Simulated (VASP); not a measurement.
# SrCl2 (P4/mmm) in VASP: further runs

The runs below take SrCl2 through single point, relaxation of cell and atoms, with PBE.

All numbers are computed with VASP 6.6.1; they aren't measurements. Logs are shortened: lines on timing, memory, paths and dates and some standing lists are left out, and cuts for length are marked.

**1. The cell of the first run**

The structure is tetragonal, space group P4/mmm (No. 123). The conventional cell has a = 4.990 Å, b = 4.990 Å, c = 4.170 Å, α = 90.00°, β = 90.00°, γ = 90.00°. Sr (site symmetry 4/mmm) has 4 Cl at 2.49 Å within 3.3 Å. Cl (site symmetry mmm) has 2 Sr at 2.49 Å within 3.3 Å.

**2. Single point, PBE**

Input file INCAR:

```
PREC = Accurate ; ENCUT = 520
EDIFF = 1E-6 ; ISMEAR = 0
SIGMA = 0.1 ; LREAL = F
LASPH = T ; NELM = 60
ALGO = Normal ; ISIF = 2
LWAVE = F ; LCHARG = F
GGA = PE ; NBANDS = 19
```

Input file KPOINTS:

```
Automatic mesh
0
Gamma
  4 4 4
```

Input file POSCAR:

```
SrCl2
1.0
    4.9898028300      0.0000000000      0.0000000000
    0.0000000000      4.9898028300      0.0000000000
    0.0000000000      0.0000000000      4.1703674800
Sr Cl
1 2
Direct
    0.5000000000      0.5000000000      0.0000000000
    0.5000000000      0.0000000000      0.0000000000
    0.0000000000      0.5000000000      0.0000000000
```

Potentials or basis: VASP PAW PBE potentials, release 64 (Sr_sv, Cl).

The run is started by

```console
cat potpaw_PBE.64/Sr_sv/POTCAR potpaw_PBE.64/Cl/POTCAR > POTCAR
mpirun -np 1 vasp_std > vasp.out
```

OUTCAR:

```text
PREC = Accurate
   ENCUT = 520
   EDIFF = 1E-6
   ISMEAR = 0
   LREAL = F
   LASPH = T
   NELM = 60
   ISIF = 2
   GGA = PE

 ion  position               nearest neighbor table
   1  0.500  0.500  0.000-   2 2.49   3 2.49   2 2.49   3 2.49
   2  0.500  0.000  0.000-   1 2.49   1 2.49
   3  0.000  0.500  0.000-   1 2.49   1 2.49

  LATTYP: Found a simple tetragonal cell.
 ALAT       =     4.9898028300
 C/A-ratio  =     0.8357780101

  Lattice vectors:

 A1 = (   4.9898028300,   0.0000000000,   0.0000000000)
 A2 = (   0.0000000000,   4.9898028300,   0.0000000000)
 A3 = (   0.0000000000,   0.0000000000,   4.1703674800)

Analysis of symmetry for initial positions (statically):
=====================================================================
 Subroutine PRICEL returns:
 Original cell was already a primitive cell.

 Routine SETGRP: Setting up the symmetry group for a
 simple tetragonal supercell.

 Subroutine GETGRP returns: Found 16 space group operations
 (whereof 16 operations were pure point group operations)
 out of a pool of 16 trial point group operations.

The static configuration has the point symmetry D_4h.

Analysis of symmetry for dynamics (positions and initial velocities):
=====================================================================
 Subroutine PRICEL returns:
 Original cell was already a primitive cell.

 Routine SETGRP: Setting up the symmetry group for a
 simple tetragonal supercell.

 Subroutine GETGRP returns: Found 16 space group operations
 (whereof 16 operations were pure point group operations)
 out of a pool of 16 trial point group operations.

The dynamic configuration has the point symmetry D_4h.

 Subroutine INISYM returns: Found 16 space group operations
 (whereof 16 operations are pure point group operations),
 and found     1 'primitive' translations

----------------------------------------------------------------------------------------

                                     Primitive cell

  volume of cell :     103.8344

  direct lattice vectors                    reciprocal lattice vectors
     4.989802830  0.000000000  0.000000000     0.200408720  0.000000000  0.000000000
     0.000000000  4.989802830  0.000000000     0.000000000  0.200408720  0.000000000
     0.000000000  0.000000000  4.170367480     0.000000000  0.000000000  0.239787022

  length of vectors
     4.989802830  4.989802830  4.170367480     0.200408720  0.200408720  0.239787022

  position of ions in fractional coordinates (direct lattice)
     0.500000000  0.500000000  0.000000000
     0.500000000  0.000000000  0.000000000
     0.000000000  0.500000000  0.000000000

  ion indices of the primitive-cell ions
   primitive index   ion index
                 1           1
                 2           2
                 3           3

----------------------------------------------------------------------------------------

 KPOINTS: Automatic mesh

Automatic generation of k-mesh.
 Grid dimensions read from file:
 generate k-points for:    4    4    4

 Generating k-lattice:

  Cartesian coordinates                     Fractional coordinates (reciprocal lattice)
     0.050102180  0.000000000  0.000000000     0.250000000  0.000000000  0.000000000
     0.000000000  0.050102180  0.000000000     0.000000000  0.250000000  0.000000000
     0.000000000  0.000000000  0.059946756     0.000000000  0.000000000  0.250000000

  Length of vectors
     0.050102180  0.050102180  0.059946756

  Shift w.r.t. Gamma in fractional coordinates (k-lattice)
     0.000000000  0.000000000  0.000000000

 Subroutine IBZKPT returns following result:
 ===========================================

 Found     18 irreducible k-points:

 Following reciprocal coordinates:
            Coordinates               Weight
  0.000000  0.000000  0.000000      1.000000
  0.250000  0.000000  0.000000      4.000000
  0.500000  0.000000  0.000000      2.000000
  0.250000  0.250000  0.000000      4.000000
  0.500000  0.250000  0.000000      4.000000
  0.500000  0.500000  0.000000      1.000000
[... 10 lines left out ...]
  0.500000  0.250000  0.500000      4.000000
  0.500000  0.500000  0.500000      1.000000
   k-points           NKPTS =     18   k-points in BZ     NKDIM =     18   number of bands    NBANDS=     19
   number of dos      NEDOS =    301   number of ions     NIONS =      3
   total plane-waves  NPLWV =  51200
   dimension x,y,z NGX =    40 NGY =   40 NGZ =   32
   dimension x,y,z NGXF=    80 NGYF=   80 NGZF=   64
   ions per type =               1   2
   NGX,Y,Z   is equivalent  to a cutoff of  13.33, 13.33, 12.76 a.u.
   NGXF,Y,Z  is equivalent  to a cutoff of  26.65, 26.65, 25.51 a.u.
 SYSTEM =  unknown system
   PREC   = accura    normal or accurate (medium, high low for compatibility)
   ISTART =      0    job   : 0-new  1-cont  2-samecut
   ICHARG =      2    charge: 1-file 2-atom 10-const
   ISPIN  =      1    spin polarized calculation?
   LNONCOLLINEAR =      F non collinear calculations
   LSORBIT =      F    spin-orbit coupling
   LASPH  =      T    aspherical Exc in radial PAW
   ENCUT  =  520.0 eV  38.22 Ry    6.18 a.u.   9.28  9.28  7.75*2*pi/ulx,y,z
   NELM   =     60;   NELMIN=  2; NELMDL= -5     # of ELM steps
   EDIFF  = 0.1E-05   stopping-criterion for ELM
   LREAL  =      F    real-space projection
   EDIFFG = 0.1E-04   stopping-criterion for IOM
   NSW    =      0    number of steps for IOM
   IBRION =     -1    ionic relax: 0-MD 1-quasi-New 2-CG
   NFREE  =      0    steps in history (QN), initial steepest desc. (CG)
   ISIF   =      2    stress and relaxation
   ISYM   =      2    0-nonsym 1-usesym 2-fastsym
   POTIM  = 0.5000    time-step for ionic-motion
   TEBEG  =    0.0;   TEEND  =   0.0 temperature during run
   PSTRESS=    0.0 pullay stress
   NELECT =      24.0000    total number of electrons
   NUPDOWN=      -1.0000    fix difference up-down
   EMIN   =  10.00;   EMAX   =-10.00  energy-range for DOS
   EFERMI =   0.00;   METHOD = LEGACY
   ISMEAR =     0;   SIGMA  =   0.10  broadening in eV -4-tet -1-fermi 0-gaus
   EFERMI_NEDOS =   21; number of points for ismear=-14 and -15
   IALGO  =     38    algorithm
   IMIX   =      4    mixing-type and parameters
     AMIX     =   0.40;   BMIX     =  1.00
     AMIX_MAG =   1.60;   BMIX_MAG =  1.00
  volume/ion in A,a.u.               =      34.61       233.57
  Fermi-wavevector in a.u.,A,eV,Ry     =   1.004689  1.898586 13.733714  1.009400
  Thomas-Fermi vector in A             =   2.137321
   LORBIT       =      0    0 simple, 1 ext, 2 COOP (PROOUT), +10 PAW based schemes
   GGA     = PE    functional components
   LHFCALC =     F    Hartree Fock is set to
   AEXX    =    0.0000 exact exchange contribution
   IVDW    =     0    specifies the selected vdW correction
   LEPSILON=     F    determine dielectric tensor
   LRPA    =     F    only Hartree local field effects (RPA)
 non-spin polarized calculation
 Gauss-broadening in eV      SIGMA  =   0.10
  energy-cutoff  :      520.00
  volume of cell :      103.83
 maximum number of plane-waves:      2836
 NGX is ok and might be reduce to    40
   NGX = 19   NGY = 19   NGZ = 15

 number of electron      23.9999999 magnetization

 Free energy of the ion-electron system (eV)
  ---------------------------------------------------
  ext. energy  EPLUGINS =         0.00000000
  ---------------------------------------------------
  free energy    TOTEN  =       -10.14488785 eV

  energy without entropy =      -10.14488785  energy(sigma->0) =      -10.14488785

 E-fermi :  -0.3826     XC(G=0):  -7.1024

 val. band max:       -0.9431829595   @ k =   0.5000   0.5000   0.5000
 cond. band min:       2.1125915977   @ k =   0.0000   0.0000   0.0000
 fundamental gap:      3.0557745573
 Fermi energy:        -0.3825737380

 k-point     1 :       0.0000    0.0000    0.0000
  band No.  band energies     occupation
      1     -33.5893      2.00000
      2     -15.9928      2.00000
      3     -15.9928      2.00000
      4     -15.8448      2.00000
      5     -14.3454      2.00000
      6     -14.1158      2.00000
[... 11 lines left out ...]
     18       7.4069      0.00000
     19       8.6631      0.00000

 k-point     2 :       0.2500    0.0000    0.0000
  band No.  band energies     occupation
      1     -33.5872      2.00000
      2     -16.5225      2.00000
      3     -15.9893      2.00000
      4     -15.8417      2.00000
      5     -14.2348      2.00000
      6     -13.3509      2.00000
[... 11 lines left out ...]
     18       7.8129      0.00000
     19       8.2086      0.00000

 k-point     3 :       0.5000    0.0000    0.0000
  band No.  band energies     occupation
      1     -33.5851      2.00000
      2     -16.8604      2.00000
      3     -15.9859      2.00000
      4     -15.8386      2.00000
      5     -14.2250      2.00000
      6     -12.6198      2.00000
[... 11 lines left out ...]
     18       7.8787      0.00000
     19       8.9546      0.00000

 k-point     4 :       0.2500    0.2500    0.0000
  band No.  band energies     occupation
      1     -33.5851      2.00000
      2     -16.5257      2.00000
      3     -16.5110      2.00000
      4     -15.8386      2.00000
      5     -13.4135      2.00000
      6     -13.2982      2.00000
[... 11 lines left out ...]
     18       7.1938      0.00000
     19       9.1169      0.00000

 k-point     5 :       0.5000    0.2500    0.0000
  band No.  band energies     occupation
      1     -33.5830      2.00000
      2     -16.8562      2.00000
      3     -16.5142      2.00000
      4     -15.8356      2.00000
      5     -13.3536      2.00000
      6     -12.6174      2.00000
[... 11 lines left out ...]
     18       7.6569      0.00000
     19       8.9379      0.00000
[... 202 lines left out ...]
      2     -16.8324      2.00000
      3     -15.9719      2.00000
      4     -15.9716      2.00000
      5     -14.1714      2.00000
      6     -12.5849      2.00000
[... 11 lines left out ...]
     18       8.4274      0.00000
     19       8.5350      0.00000

 k-point    16 :       0.2500    0.2500    0.5000
  band No.  band energies     occupation
      1     -33.5782      2.00000
      2     -16.5007      2.00000
      3     -16.4872      2.00000
      4     -15.9717      2.00000
      5     -13.3688      2.00000
      6     -13.2603      2.00000
[... 11 lines left out ...]
     18       7.7893      0.00000
     19       9.0390      0.00000

 k-point    17 :       0.5000    0.2500    0.5000
  band No.  band energies     occupation
      1     -33.5761      2.00000
      2     -16.8284      2.00000
      3     -16.4901      2.00000
      4     -15.9678      2.00000
      5     -13.3125      2.00000
      6     -12.5827      2.00000
[... 11 lines left out ...]
     18       7.7374      0.00000
     19       9.8620      0.00000

 k-point    18 :       0.5000    0.5000    0.5000
  band No.  band energies     occupation
      1     -33.5740      2.00000
      2     -16.8243      2.00000
      3     -16.8243      2.00000
      4     -15.9639      2.00000
      5     -12.5805      2.00000
      6     -12.5805      2.00000
[... 11 lines left out ...]
     18       8.5415      0.00000
     19       9.6366      0.00000

------------------------ aborting loop because EDIFF is reached ----------------------------------------

  FORCE on cell =-STRESS in cart. coord.  units (eV):
  Direction    XX          YY          ZZ          XY          YZ          ZX
  --------------------------------------------------------------------------------------
  -------------------------------------------------------------------------------------
  Total       12.7695841     12.7695841      1.3431896      0.0000000     -0.0000000      0.0000000
  in kB      197.0362980    197.0362980     20.7255855      0.0000000     -0.0000000      0.0000000
  external PRESSURE =     138.2660605 kB  Pullay stress =       0.0000000 kB

 VOLUME and BASIS-vectors are now :
 -----------------------------------------------------------------------------
  energy-cutoff  :      520.00
  volume of cell :      103.83
      direct lattice vectors                 reciprocal lattice vectors
     4.989802830  0.000000000  0.000000000     0.200408720  0.000000000  0.000000000
     0.000000000  4.989802830  0.000000000     0.000000000  0.200408720  0.000000000
     0.000000000  0.000000000  4.170367480     0.000000000  0.000000000  0.239787022

 POSITION                                       TOTAL-FORCE (eV/Angst)
 -----------------------------------------------------------------------------------
      2.49490      2.49490      0.00000         0.000000      0.000000      0.000000
      2.49490      0.00000      0.00000         0.000000      0.000000      0.000000
      0.00000      2.49490      0.00000         0.000000      0.000000      0.000000
 -----------------------------------------------------------------------------------
    total drift:                                0.000000      0.000000     -0.000000

  FREE ENERGIE OF THE ION-ELECTRON SYSTEM (eV)
  ---------------------------------------------------
  free  energy   TOTEN  =       -10.1448878537 eV

  energy  without entropy=      -10.1448878537  energy(sigma->0) =      -10.14488785
```

Wall time 18 s (1 thread of Intel Xeon Platinum 8488C (Sapphire Rapids), shared host); peak memory 0.22 GiB.

What came out:

```
Free energy            : -10.1449 eV
Pressure               : 13.8 GPa
Band gap on the k mesh : 3.06 eV, indirect (least direct gap 3.36 eV)
```

Levels at points of the mesh, in eV from the valence-band top:
```csv
k point,band 8,band 9,band 10,band 11,band 12,band 13,band 14,band 15,band 16,band 17
"(0.00, 0.00, 0.00)",-1.24,-1.10,-0.74,-0.31,-0.31,3.06,5.36,6.45,6.45,7.17
"(0.50, 0.00, 0.00)",-1.39,-1.22,-1.21,-0.92,-0.57,3.53,6.55,6.71,7.42,8.53
"(0.50, 0.50, 0.00)",-2.60,-2.52,-1.20,-1.20,-0.04,3.91,7.22,7.22,8.68,8.68
"(0.00, 0.00, 0.50)",-1.30,-1.13,-1.13,-0.26,-0.26,4.89,4.89,5.57,7.07,8.20
"(0.50, 0.00, 0.50)",-1.97,-1.62,-1.29,-1.09,-0.50,5.10,6.63,6.87,7.62,8.38
"(0.50, 0.50, 0.50)",-2.55,-2.37,-1.93,-1.93,0.00,6.04,7.12,7.45,7.45,8.78
```

**3. Single point, PBE**

This run uses another cell than the first one, of 62.42 Å³/atom, 1.803 times its volume.

Input file INCAR:

```
PREC = Accurate
ENCUT = 520
EDIFF = 1E-6
ISMEAR = 0
SIGMA = 0.1
LREAL = F
LASPH = T
NELM = 60
ALGO = Normal
ISIF = 2
LWAVE = F
LCHARG = F
GGA = PE
NBANDS = 19
```

Input file KPOINTS:

```
regular mesh
0
Gamma
  4 4 4
```

Input file POSCAR:

```
SrCl2
1.0
    5.5867390011      0.0000000000      0.0000000000
    0.0000000000      5.5867390011      0.0000000000
    0.0000000000      0.0000000000      5.9994972087
Sr Cl
1 2
Direct
    0.5000000000      0.5000000000      0.0000000000
    0.5000000000      0.0000000000      0.0000000000
    0.0000000000      0.5000000000      0.0000000000
```

Potentials or basis: VASP PAW PBE potentials, release 64 (Sr_sv, Cl).

The run is started by

```console
cat potpaw_PBE.64/Sr_sv/POTCAR potpaw_PBE.64/Cl/POTCAR > POTCAR
mpirun -np 1 vasp_std > vasp.out
```

It took 34 s on 1 thread of Intel Xeon Platinum 8488C (Sapphire Rapids), shared host; peak memory 0.29 GiB.

It converged, with:

| Quantity | Value |
| --- | --- |
| Free energy | -11.6576 eV |
| Pressure | 0.1 GPa |
| Band gap on the k mesh | 3.61 eV, indirect (least direct gap 3.98 eV) |

Stress tensor (GPa, compression positive):
```
0.08 0.00 0.00
0.00 0.08 0.00
0.00 0.00 0.19
```

Levels at points of the mesh, in eV from the valence-band top:
| k point | band 9 | band 10 | band 11 | band 12 | band 13 | band 14 | band 15 | band 16 |
| --- | --- | --- | --- | --- | --- | --- | --- | --- |
| (0.00, 0.00, 0.00) | -0.90 | -0.59 | -0.37 | -0.37 | 3.61 | 5.64 | 5.71 | 5.71 |
| (0.50, 0.00, 0.00) | -0.87 | -0.74 | -0.69 | -0.63 | 4.13 | 5.79 | 6.11 | 6.72 |
| (0.50, 0.50, 0.00) | -1.34 | -0.86 | -0.86 | 0.00 | 4.54 | 6.72 | 6.72 | 6.95 |
| (0.00, 0.00, 0.50) | -0.99 | -0.62 | -0.37 | -0.37 | 5.21 | 5.41 | 5.45 | 5.45 |
| (0.50, 0.00, 0.50) | -0.94 | -0.80 | -0.69 | -0.62 | 5.54 | 5.57 | 5.71 | 6.16 |
| (0.50, 0.50, 0.50) | -1.33 | -0.92 | -0.92 | 0.00 | 5.74 | 5.74 | 6.56 | 6.56 |

A k mesh can miss the band edges. PBE gaps usually lie below the measured ones, often by a third to a half.

**4. Relaxation of cell and atoms, PBE**

Input file INCAR:

```
PREC = Accurate
ENCUT = 600
EDIFF = 1E-6
ISMEAR = 0
SIGMA = 0.1
LREAL = False
LASPH = True
NELM = 80
ALGO = Normal
ISIF = 3
LWAVE = False
LCHARG = False
GGA = PE
IBRION = 2
NSW = 90
EDIFFG = -0.04
```

Input file KPOINTS:

```
Automatic mesh
0
Gamma
  4 4 4
```

Input file POSCAR:

```
SrCl2
1.0
    4.9898028300      0.0000000000      0.0000000000
    0.0000000000      4.9898028300      0.0000000000
    0.0000000000      0.0000000000      4.1703674800
Sr Cl
1 2
Direct
    0.5000000000      0.5000000000      0.0000000000
    0.5000000000      0.0000000000      0.0000000000
    0.0000000000      0.5000000000      0.0000000000
```

The run is started by

```console
cat potpaw_PBE.64/Sr_sv/POTCAR potpaw_PBE.64/Cl/POTCAR > POTCAR
mpirun -np 1 vasp_std > vasp.out
```

Run time: 3 min. Hardware: 1 thread of Intel Xeon Platinum 8488C (Sapphire Rapids), shared host; peak memory 0.25 GiB.

The run converged. Its results:

- Free energy: -11.6426 eV
- Relaxed cell: a = 5.594 Å, b = 5.594 Å, c = 6.233 Å, α = 90.00°, β = 90.00°, γ = 90.00°
- Space group after relaxing (to 0.05 Å): P4/mmm (No. 123)
- Energy gained by relaxing: 499.1 meV/atom
- Ionic steps: 12
- Pressure after relaxing: 0.0 GPa
- Band gap on the k mesh: 3.66 eV, indirect (least direct gap 4.03 eV)

Step by step:
| step | energy change (eV) | largest force (eV/Å) | pressure (GPa) | volume (Å³) |
| --- | --- | --- | --- | --- |
| 1 | 0.0000 | 0.0000 | 13.86 | 103.83 |
| 2 | -0.8085 | 0.0000 | -2.67 | 154.26 |
| 3 | -1.2269 | 0.0000 | 0.65 | 130.48 |
| 4 | -1.2706 | 0.0000 | 0.56 | 134.07 |
| 5 | -1.3648 | 0.0000 | 0.35 | 144.90 |
| 6 | -1.4574 | 0.0000 | 0.14 | 166.72 |
| 7 | -1.4825 | 0.0000 | -0.25 | 211.06 |
| 8 | -1.4936 | 0.0000 | -0.01 | 188.42 |
| 9 | -1.4969 | 0.0000 | -0.08 | 197.13 |
| 10 | -1.4969 | 0.0000 | -0.07 | 195.78 |
| 11 | -1.4931 | 0.0000 | 0.32 | 192.27 |
| 12 | -1.4972 | 0.0000 | 0.00 | 195.06 |

Final structure:
```
CELL_PARAMETERS angstrom
5.59408 0.00000 0.00000
0.00000 5.59408 0.00000
0.00000 0.00000 6.23306
ATOMIC_POSITIONS crystal
Sr 0.50000 0.50000 0.00000
Cl 0.50000 0.00000 0.00000
Cl 0.00000 0.50000 0.00000
```

Levels at points of the mesh, in eV from the valence-band top:
```tsv
k point	band 10	band 11	band 12	band 13	band 14	band 15
(0.00, 0.00, 0.00)	-0.59	-0.37	-0.37	3.66	5.65	5.69
(0.50, 0.00, 0.00)	-0.74	-0.69	-0.62	4.20	5.77	6.09
(0.50, 0.50, 0.00)	-0.86	-0.86	0.00	4.61	6.72	6.92
(0.00, 0.00, 0.50)	-0.61	-0.37	-0.37	5.35	5.48	5.48
(0.50, 0.00, 0.50)	-0.79	-0.68	-0.62	5.41	5.59	5.71
(0.50, 0.50, 0.50)	-0.90	-0.90	0.00	5.62	5.80	6.57
```

Caveat: the volume moved by over 15 % at a fixed basis, so the end points are rough.

**5. Summary**

```tsv
task	cell	cutoff (eV)	gap on the mesh (eV)	pressure (GPa)
single point	a = 4.990, b = 4.990, c = 4.170 Å, 3 atoms	520	3.06	13.8
single point	a = 5.587, b = 5.587, c = 5.999 Å, 3 atoms	520	3.61	0.1
relaxation of cell and atoms	relaxed from a = 4.990, b = 4.990, c = 4.170 Å, 3 atoms	600	3.66	0.0
```

Alike in all rows: level PBE; potentials or basis VASP PAW PBE potentials, release 64 (Sr_sv, Cl); no spin polarisation; k mesh 4 × 4 × 4; smearing gaussian 0.1 eV.

Caveats: the volume moved by over 15 % at a fixed basis, so the end points are rough (some runs).

Total energies depend on the potentials used, so only differences within one code and one set of settings carry meaning.
